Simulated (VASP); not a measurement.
# Be2C (Fm-3m) in VASP: further runs

The runs below take Be2C through single point, with PBEsol.

Everything below comes from runs of VASP 6.6.1. Logs are shortened: lines on timing, memory, paths and dates and some standing lists are left out, and cuts for length are marked.

## 1. The cell of the first run

The structure is cubic, space group Fm-3m (No. 225). Conventional cell: a = 4.242 Å, b = 4.242 Å, c = 4.242 Å, α = 90.00°, β = 90.00°, γ = 90.00°. Within 2.4 Å of Be (site symmetry -43m) lie 4 C at 1.84 Å and 6 Be at 2.12 Å. C (site symmetry m-3m) has 8 Be at 1.84 Å within 2.4 Å.

## 2. Single point, PBEsol

INCAR

```
PREC = Accurate
ENCUT = 600
EDIFF = 1E-6
ISMEAR = -1
SIGMA = 0.01
LREAL = False
LASPH = True
NELM = 120
ALGO = Normal
ISIF = 2
LWAVE = False
LCHARG = False
GGA = PS
NBANDS = 11
GGA_COMPAT = False
```

KPOINTS

```
Automatic mesh
0
Gamma
  7 7 7
```

POSCAR

```
Be2C
1.0
    0.0000000000      2.1208039254      2.1208039254
    2.1208039254      0.0000000000      2.1208039254
    2.1208039254      2.1208039254      0.0000000000
Be C
2 1
Direct
    0.2500000000      0.2500000000      0.2500000000
    0.7500000000      0.7500000000      0.7500000000
    0.0000000000      0.0000000000      0.0000000000
```

Potentials or basis: VASP PAW PBE potentials, release 64 (Be, C).

Command:

```
> cat potpaw_PBE.64/Be/POTCAR potpaw_PBE.64/C/POTCAR > POTCAR
> mpirun -np 1 vasp_std > vasp.out
```

OUTCAR:

```text
PREC = Accurate
   ENCUT = 600
   EDIFF = 1E-6
   ISMEAR = -1
   LREAL = False
   LASPH = True
   NELM = 120
   ISIF = 2
   GGA = PS

 ion  position               nearest neighbor table
   1  0.250  0.250  0.250-   3 1.84   3 1.84   3 1.84   3 1.84   2 2.12   2 2.12   2 2.12   2 2.12
                             2 2.12   2 2.12
   2  0.750  0.750  0.750-   3 1.84   3 1.84   3 1.84   3 1.84   1 2.12   1 2.12   1 2.12   1 2.12
                             1 2.12   1 2.12
   3  0.000  0.000  0.000-   2 1.84   2 1.84   2 1.84   1 1.84   1 1.84   1 1.84   2 1.84   1 1.84

  LATTYP: Found a face centered cubic cell.
 ALAT       =     4.2416078508

  Lattice vectors:

 A1 = (   0.0000000000,   2.1208039254,   2.1208039254)
 A2 = (   2.1208039254,   0.0000000000,   2.1208039254)
 A3 = (   2.1208039254,   2.1208039254,   0.0000000000)

Analysis of symmetry for initial positions (statically):
=====================================================================
 Subroutine PRICEL returns:
 Original cell was already a primitive cell.

 Routine SETGRP: Setting up the symmetry group for a
 face centered cubic supercell.

 Subroutine GETGRP returns: Found 48 space group operations
 (whereof 48 operations were pure point group operations)
 out of a pool of 48 trial point group operations.

The static configuration has the point symmetry O_h .

Analysis of symmetry for dynamics (positions and initial velocities):
=====================================================================
 Subroutine PRICEL returns:
 Original cell was already a primitive cell.

 Routine SETGRP: Setting up the symmetry group for a
 face centered cubic supercell.

 Subroutine GETGRP returns: Found 48 space group operations
 (whereof 48 operations were pure point group operations)
 out of a pool of 48 trial point group operations.

The dynamic configuration has the point symmetry O_h .

 Subroutine INISYM returns: Found 48 space group operations
 (whereof 48 operations are pure point group operations),
 and found     1 'primitive' translations

----------------------------------------------------------------------------------------

                                     Primitive cell

  volume of cell :      19.0779

  direct lattice vectors                    reciprocal lattice vectors
     0.000000000  2.120803925  2.120803925    -0.235759654  0.235759654  0.235759654
     2.120803925  0.000000000  2.120803925     0.235759654 -0.235759654  0.235759654
     2.120803925  2.120803925  0.000000000     0.235759654  0.235759654 -0.235759654

  length of vectors
     2.999269674  2.999269674  2.999269674     0.408347699  0.408347699  0.408347699

  position of ions in fractional coordinates (direct lattice)
     0.250000000  0.250000000  0.250000000
     0.750000000  0.750000000  0.750000000
     0.000000000  0.000000000  0.000000000

  ion indices of the primitive-cell ions
   primitive index   ion index
                 1           1
                 2           2
                 3           3

----------------------------------------------------------------------------------------

 KPOINTS: Automatic mesh

Automatic generation of k-mesh.
 Grid dimensions read from file:
 generate k-points for:    7    7    7

 Generating k-lattice:

  Cartesian coordinates                     Fractional coordinates (reciprocal lattice)
    -0.033679951  0.033679951  0.033679951     0.142857143  0.000000000  0.000000000
     0.033679951 -0.033679951  0.033679951     0.000000000  0.142857143  0.000000000
     0.033679951  0.033679951 -0.033679951     0.000000000  0.000000000  0.142857143

  Length of vectors
     0.058335386  0.058335386  0.058335386

  Shift w.r.t. Gamma in fractional coordinates (k-lattice)
     0.000000000  0.000000000  0.000000000

 Subroutine IBZKPT returns following result:
 ===========================================

 Found     20 irreducible k-points:

 Following reciprocal coordinates:
            Coordinates               Weight
  0.000000  0.000000  0.000000      1.000000
  0.142857  0.000000  0.000000      8.000000
  0.285714  0.000000  0.000000      8.000000
  0.428571  0.000000  0.000000      8.000000
  0.142857  0.142857  0.000000      6.000000
  0.285714  0.142857  0.000000     24.000000
[... 12 lines left out ...]
 -0.428571  0.428571  0.142857     24.000000
 -0.285714  0.428571  0.142857     24.000000
   k-points           NKPTS =     20   k-points in BZ     NKDIM =     20   number of bands    NBANDS=     11
   number of dos      NEDOS =    301   number of ions     NIONS =      3
   total plane-waves  NPLWV =  13824
   dimension x,y,z NGX =    24 NGY =   24 NGZ =   24
   dimension x,y,z NGXF=    48 NGYF=   48 NGZF=   48
   ions per type =               2   1
   NGX,Y,Z   is equivalent  to a cutoff of  13.30, 13.30, 13.30 a.u.
   NGXF,Y,Z  is equivalent  to a cutoff of  26.61, 26.61, 26.61 a.u.
 SYSTEM =  unknown system
   PREC   = accura    normal or accurate (medium, high low for compatibility)
   ISTART =      0    job   : 0-new  1-cont  2-samecut
   ICHARG =      2    charge: 1-file 2-atom 10-const
   ISPIN  =      1    spin polarized calculation?
   LNONCOLLINEAR =      F non collinear calculations
   LSORBIT =      F    spin-orbit coupling
   LASPH  =      T    aspherical Exc in radial PAW
   ENCUT  =  600.0 eV  44.10 Ry    6.64 a.u.   5.99  5.99  5.99*2*pi/ulx,y,z
   NELM   =    120;   NELMIN=  2; NELMDL= -5     # of ELM steps
   EDIFF  = 0.1E-05   stopping-criterion for ELM
   LREAL  =      F    real-space projection
   EDIFFG = 0.1E-04   stopping-criterion for IOM
   NSW    =      0    number of steps for IOM
   IBRION =     -1    ionic relax: 0-MD 1-quasi-New 2-CG
   NFREE  =      0    steps in history (QN), initial steepest desc. (CG)
   ISIF   =      2    stress and relaxation
   ISYM   =      2    0-nonsym 1-usesym 2-fastsym
   POTIM  = 0.5000    time-step for ionic-motion
   TEBEG  =    0.0;   TEEND  =   0.0 temperature during run
   PSTRESS=    0.0 pullay stress
   NELECT =       8.0000    total number of electrons
   NUPDOWN=      -1.0000    fix difference up-down
   EMIN   =  10.00;   EMAX   =-10.00  energy-range for DOS
   EFERMI =   0.00;   METHOD = LEGACY
   ISMEAR =    -1;   SIGMA  =   0.01  broadening in eV -4-tet -1-fermi 0-gaus
   EFERMI_NEDOS =   21; number of points for ismear=-14 and -15
   IALGO  =     38    algorithm
   IMIX   =      4    mixing-type and parameters
     AMIX     =   0.40;   BMIX     =  1.00
     AMIX_MAG =   1.60;   BMIX_MAG =  1.00
  volume/ion in A,a.u.               =       6.36        42.91
  Fermi-wavevector in a.u.,A,eV,Ry     =   1.225352  2.315580 20.428989  1.501488
  Thomas-Fermi vector in A             =   2.360393
   LORBIT       =      0    0 simple, 1 ext, 2 COOP (PROOUT), +10 PAW based schemes
   GGA     = PS    functional components
   LHFCALC =     F    Hartree Fock is set to
   AEXX    =    0.0000 exact exchange contribution
   IVDW    =     0    specifies the selected vdW correction
   LEPSILON=     F    determine dielectric tensor
   LRPA    =     F    only Hartree local field effects (RPA)
 non-spin polarized calculation
  energy-cutoff  :      600.00
  volume of cell :       19.08
 maximum number of plane-waves:       646
   NGX = 11   NGY = 11   NGZ = 11

 number of electron       7.9999999 magnetization

 Free energy of the ion-electron system (eV)
  ---------------------------------------------------
  ext. energy  EPLUGINS =         0.00000000
  ---------------------------------------------------
  free energy    TOTEN  =       -18.37575120 eV

  energy without entropy =      -18.37575120  energy(sigma->0) =      -18.37575120

 E-fermi :   8.5395     XC(G=0): -11.7543

 val. band max:        8.3037081681   @ k =   0.0000   0.0000   0.0000
 cond. band min:       9.6323245470   @ k =   0.4286   0.4286   0.0000
 fundamental gap:      1.3286163789
 Fermi energy:         8.5394549135

 k-point     1 :       0.0000    0.0000    0.0000
  band No.  band energies     occupation
      1      -7.1862      2.00000
      2       8.3037      2.00000
      3       8.3037      2.00000
      4       8.3037      2.00000
      5      12.4981      0.00000
      6      12.4981      0.00000
      7      12.4981      0.00000
      8      15.6962      0.00000
      9      21.8654      0.00000
     10      21.8654      0.00000
     11      21.8654      0.00000

 k-point     2 :       0.1429    0.0000    0.0000
  band No.  band energies     occupation
      1      -6.8497      2.00000
      2       5.8988      2.00000
      3       7.7149      2.00000
      4       7.7149      2.00000
      5      13.3363      0.00000
      6      13.3363      0.00000
      7      13.9680      0.00000
      8      16.3341      0.00000
      9      20.1945      0.00000
     10      20.1945      0.00000
     11      22.7873      0.00000

 k-point     3 :       0.2857    0.0000    0.0000
  band No.  band energies     occupation
      1      -5.8687      2.00000
      2       2.4131      2.00000
      3       6.8787      2.00000
      4       6.8787      2.00000
      5      13.9015      0.00000
      6      13.9015      0.00000
      7      15.1981      0.00000
      8      17.5671      0.00000
      9      20.2602      0.00000
     10      20.2602      0.00000
     11      24.8779      0.00000
[... 211 lines left out ...]
 k-point    19 :      -0.4286    0.4286    0.1429
  band No.  band energies     occupation
      1      -3.5114      2.00000
      2       1.5442      2.00000
      3       2.8670      2.00000
      4       2.9354      2.00000
      5      11.9257      0.00000
      6      15.7207      0.00000
      7      18.5205      0.00000
      8      21.6884      0.00000
      9      22.5209      0.00000
     10      23.9093      0.00000
     11      26.4079      0.00000

 k-point    20 :      -0.2857    0.4286    0.1429
  band No.  band energies     occupation
      1      -3.1434      2.00000
      2       1.0439      2.00000
      3       2.0359      2.00000
      4       3.3192      2.00000
      5      13.3465      0.00000
      6      17.1917      0.00000
      7      18.3603      0.00000
      8      19.1748      0.00000
      9      22.4069      0.00000
     10      22.7471      0.00000
     11      26.6380      0.00000

------------------------ aborting loop because EDIFF is reached ----------------------------------------

  FORCE on cell =-STRESS in cart. coord.  units (eV):
  Direction    XX          YY          ZZ          XY          YZ          ZX
  --------------------------------------------------------------------------------------
  -------------------------------------------------------------------------------------
  Total        1.3691190      1.3691190      1.3691190      0.0000000     -0.0000000      0.0000000
  in kB      114.9794476    114.9794476    114.9794476      0.0000000     -0.0000000      0.0000000
  external PRESSURE =     114.9794476 kB  Pullay stress =       0.0000000 kB

 VOLUME and BASIS-vectors are now :
 -----------------------------------------------------------------------------
  energy-cutoff  :      600.00
  volume of cell :       19.08
      direct lattice vectors                 reciprocal lattice vectors
     0.000000000  2.120803925  2.120803925    -0.235759654  0.235759654  0.235759654
     2.120803925  0.000000000  2.120803925     0.235759654 -0.235759654  0.235759654
     2.120803925  2.120803925  0.000000000     0.235759654  0.235759654 -0.235759654

 POSITION                                       TOTAL-FORCE (eV/Angst)
 -----------------------------------------------------------------------------------
      1.06040      1.06040      1.06040         0.000000      0.000000      0.000000
      3.18121      3.18121      3.18121         0.000000      0.000000     -0.000000
      0.00000      0.00000      0.00000        -0.000000     -0.000000      0.000000
 -----------------------------------------------------------------------------------
    total drift:                               -0.000000     -0.000000      0.000000

  FREE ENERGIE OF THE ION-ELECTRON SYSTEM (eV)
  ---------------------------------------------------
  free  energy   TOTEN  =       -18.3757512010 eV

  energy  without entropy=      -18.3757512010  energy(sigma->0) =      -18.37575120
```

Run time: 3.7 s. Hardware: 1 thread of Intel Xeon Platinum 8559C (Emerald Rapids), shared host; peak memory 0.13 GiB.

Results:

| Property | Result |
| --- | --- |
| Free energy | -18.3758 eV |
| Pressure | 11.5 GPa |
| Band gap on the k mesh | 1.33 eV, indirect (least direct gap 4.19 eV) |

Caveat: the PAW data sets were made with another functional, which shifts forces and pressure a little.

## 3. Single point, PBEsol

This run uses another cell than the first one, of 6.56 Å³/atom, 1.032 times its volume.

INCAR

```
SYSTEM = Be2C
PREC     = Accurate       ! precision mode
ENCUT    = 600            ! plane-wave cutoff, eV
EDIFF    = 1E-6           ! SCF threshold, eV
ISMEAR   = -1             ! smearing method
SIGMA    = 0.01           ! smearing width, eV
LREAL    = .FALSE.        ! projectors in reciprocal space
LASPH    = .TRUE.         ! aspherical terms in the spheres
NELM     = 120            ! most SCF steps
ALGO     = Normal         ! electronic algorithm
ISIF     = 2              ! what is computed and relaxed
LWAVE    = .FALSE.        ! write WAVECAR
LCHARG   = .TRUE.         ! write CHGCAR
GGA      = PS             ! functional
LELF     = .TRUE.         ! ELF
LVHAR    = .TRUE.       
NBANDS   = 11             ! bands
GGA_COMPAT= .FALSE.
```

KPOINTS

```
Automatic mesh
0
G
  7 7 7
  0 0 0
```

POSCAR

```
Be2C
1.0
    0.0000000000      2.1431298179      2.1431298179
    2.1431298179      0.0000000000      2.1431298179
    2.1431298179      2.1431298179      0.0000000000
Be C
2 1
Direct
    0.2500000000      0.2500000000      0.2500000000
    0.7500000000      0.7500000000      0.7500000000
    0.0000000000      0.0000000000      0.0000000000
```

Potentials or basis: VASP PAW PBE potentials, release 64 (Be, C).

Command:

```
> cat potpaw_PBE.64/Be/POTCAR potpaw_PBE.64/C/POTCAR > POTCAR
> mpirun -np 1 vasp_std > vasp.out
```

Wall time 4 s (1 thread of Intel Xeon Platinum 8559C (Emerald Rapids), shared host); peak memory 0.13 GiB.

The run converged. Its results:

```yaml
Free_energy: -18.4059 eV
Pressure: 4.2 GPa
Band_gap_on_the_k_mesh: 1.31 eV, indirect (least direct gap 4.14 eV)
```

Levels at points of the mesh, in eV from the valence-band top:
```csv
k point,band 2,band 3,band 4,band 5,band 6,band 7
"(0.00, 0.00, 0.00)",0.00,0.00,0.00,4.14,4.14,4.14
```

Caveat: the PAW data sets were made with another functional, which shifts forces and pressure a little. Expect the measured gap to be larger: semilocal functionals such as PBEsol lack the derivative discontinuity.

## 4. Single point, PBEsol

This run uses another cell than the first one, of 6.77 Å³/atom, 1.064 times its volume.

INCAR

```
SYSTEM = Be2C
ALGO = Normal ; EDIFF = 1E-6
ENCUT = 600 ; GGA = PS
GGA_COMPAT = .FALSE. ; ISIF = 2
ISMEAR = -1 ; LASPH = .TRUE.
LCHARG = .TRUE. ; LELF = .TRUE.
LREAL = .FALSE. ; LVHAR = .TRUE.
LWAVE = .FALSE. ; NBANDS = 11
NELM = 120 ; PREC = Accurate
SIGMA = 0.01
```

KPOINTS

```
k-points
0
G
  7 7 7
  0 0 0
```

POSCAR

```
Be2C
1.0
    0.0000000000      2.1650000000      2.1650000000
    2.1650000000      0.0000000000      2.1650000000
    2.1650000000      2.1650000000      0.0000000000
Be C
2 1
Direct
    0.2500000000      0.2500000000      0.2500000000
    0.7500000000      0.7500000000      0.7500000000
    0.0000000000      0.0000000000      0.0000000000
```

Command:

```
> cat potpaw_PBE.64/Be/POTCAR potpaw_PBE.64/C/POTCAR > POTCAR
> mpirun -np 1 vasp_std > vasp.out
```

It took 4.5 s on 1 thread of Intel Xeon Platinum 8559C (Emerald Rapids), shared host; peak memory 0.13 GiB.

Results (log left out):

* Free energy: -18.4100 eV
* Pressure: -2.2 GPa
* Band gap on the k mesh: 1.30 eV, indirect (least direct gap 4.08 eV)

Levels at points of the mesh, in eV from the valence-band top:
| k point | band 1 | band 2 | band 3 | band 4 | band 5 | band 6 | band 7 | band 8 | band 9 |
| --- | --- | --- | --- | --- | --- | --- | --- | --- | --- |
| (0.00, 0.00, 0.00) | -15.03 | 0.00 | 0.00 | 0.00 | 4.08 | 4.08 | 4.08 | 6.70 | 13.08 |

Caveat: the PAW data sets were made with another functional, which shifts forces and pressure a little.

## 5. Single point, PBEsol

This run uses another cell than the first one, of 6.97 Å³/atom, 1.096 times its volume.

INCAR

```
SYSTEM = Be2C
PREC = Accurate ; ENCUT = 600
EDIFF = 1E-6 ; ISMEAR = -1
SIGMA = 0.01 ; LREAL = .False.
LASPH = .True. ; NELM = 120
ALGO = Normal ; ISIF = 2
LWAVE = .False. ; LCHARG = .False.
GGA = PS ; NBANDS = 11
GGA_COMPAT = .False.
```

KPOINTS

```
regular mesh
0
Gamma
  7 7 7
  0 0 0
```

POSCAR

```
Be2C
1.0
    0.0000000000      2.1864370377      2.1864370377
    2.1864370377      0.0000000000      2.1864370377
    2.1864370377      2.1864370377      0.0000000000
Be C
2 1
Direct
    0.2500000000      0.2500000000      0.2500000000
    0.7500000000      0.7500000000      0.7500000000
    0.0000000000      0.0000000000      0.0000000000
```

Command:

```
> cat potpaw_PBE.64/Be/POTCAR potpaw_PBE.64/C/POTCAR > POTCAR
> mpirun -np 1 vasp_std > vasp.out
```

Run time: 4.6 s. Hardware: 1 thread of Intel Xeon Platinum 8559C (Emerald Rapids), shared host; peak memory 0.15 GiB.

Results (log left out):

| Item | Value |
| --- | --- |
| Free energy | -18.3916 eV |
| Pressure | -7.7 GPa |
| Band gap on the k mesh | 1.28 eV, indirect (least direct gap 4.03 eV) |

Levels at points of the mesh, in eV from the valence-band top:
```tsv
k point	band 2	band 3	band 4	band 5	band 6	band 7
(0.00, 0.00, 0.00)	0.00	0.00	0.00	4.03	4.03	4.03
```

Caveat: the PAW data sets were made with another functional, which shifts forces and pressure a little.

## 6. Single point, PBEsol

This run uses another cell than the first one, of 7.17 Å³/atom, 1.128 times its volume.

INCAR

```
SYSTEM = Be2C
PREC = Accurate
ENCUT = 600
EDIFF = 1E-6
ISMEAR = -1
SIGMA = 0.01
LREAL = .False.
LASPH = .True.
NELM = 120
ALGO = Normal
ISIF = 2
LWAVE = .False.
LCHARG = .True.
GGA = PS
LELF = .True.
LVHAR = .True.
NBANDS = 11
GGA_COMPAT = .False.
```

KPOINTS is that of step 5.

POSCAR

```
Be2C
1.0
    0.0000000000      2.2074617605      2.2074617605
    2.2074617605      0.0000000000      2.2074617605
    2.2074617605      2.2074617605      0.0000000000
Be C
2 1
Direct
    0.2500000000      0.2500000000      0.2500000000
    0.7500000000      0.7500000000      0.7500000000
    0.0000000000      0.0000000000      0.0000000000
```

Potentials or basis: VASP PAW PBE potentials, release 64 (Be, C).

Command:

```
> cat potpaw_PBE.64/Be/POTCAR potpaw_PBE.64/C/POTCAR > POTCAR
> mpirun -np 1 vasp_std > vasp.out
```

It took 5.5 s on 1 thread of Intel Xeon Platinum 8559C (Emerald Rapids), shared host; peak memory 0.15 GiB.

The run converged. Its results:

```yaml
Free_energy: -18.3533 eV
Pressure: -12.6 GPa
Band_gap_on_the_k_mesh: 1.26 eV, indirect (least direct gap 3.98 eV)
```

Levels at points of the mesh, in eV from the valence-band top:
| k point | band 1 | band 2 | band 3 | band 4 | band 5 | band 6 | band 7 | band 8 | band 9 |
| --- | --- | --- | --- | --- | --- | --- | --- | --- | --- |
| (0.00, 0.00, 0.00) | -14.61 | 0.00 | 0.00 | 0.00 | 3.98 | 3.98 | 3.98 | 6.07 | 12.63 |

Caveat: the PAW data sets were made with another functional, which shifts forces and pressure a little. A k mesh can miss the band edges.

## 7. Summary

| cell | gap on the mesh (eV) | pressure (GPa) |
| --- | --- | --- |
| a = 2.999 Å, angles 60.0°, 3 atoms | 1.33 | 11.5 |
| a = 3.031 Å, angles 60.0°, 3 atoms | 1.31 | 4.2 |
| a = 3.062 Å, angles 60.0°, 3 atoms | 1.30 | -2.2 |
| a = 3.092 Å, angles 60.0°, 3 atoms | 1.28 | -7.7 |
| a = 3.122 Å, angles 60.0°, 3 atoms | 1.26 | -12.6 |

Alike in all rows: task single point; level PBEsol; potentials or basis VASP PAW PBE potentials, release 64 (Be, C); no spin polarisation; k mesh 7 × 7 × 7; cutoff (eV) 600; smearing fermi-dirac 0.01 eV.

Caveats: the PAW data sets were made with another functional, which shifts forces and pressure a little.

Absolute energies hang on the potentials; compare differences alone.
